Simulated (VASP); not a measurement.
Here is a VASP 6.6.1 calculation.

INCAR

```
SYSTEM = V
PREC = Accurate
ENCUT = 520
EDIFF = 1E-6
ISMEAR = 0
SIGMA = 0.1
LREAL = .False.
LASPH = .True.
NELM = 60
ALGO = Fast
ISIF = 2
LWAVE = .False.
LCHARG = .True.
GGA = PS
LELF = .True.
LVHAR = .True.
NBANDS = 12
```

The input KPOINTS:

```
regular mesh
0
Gamma
  22 22 22
  0 0 0
```

File POSCAR:

```
V
1.0
    2.4119983070      0.0000000000      0.0000000000
    0.0000000000      2.4119983070      0.0000000000
    0.0000000000      0.0000000000      2.4119983070
V
1
Direct
    0.0000000000      0.0000000000      0.0000000000
```

Potentials or basis: VASP PAW PBE potentials, release 64 (V_sv).

Run with:

```bash
$ cat potpaw_PBE.64/V_sv/POTCAR > POTCAR
$ mpirun -np 1 vasp_std > vasp.out
```

(1) Estimate the band gap on the k mesh.

(2) Predict the pressure.

Results:

(1) zero (an odd number of electrons rules out a gap without spin polarisation).

(2) 0.4 GPa.

Caveat: the PAW data sets were made with another functional, which shifts forces and pressure a little.
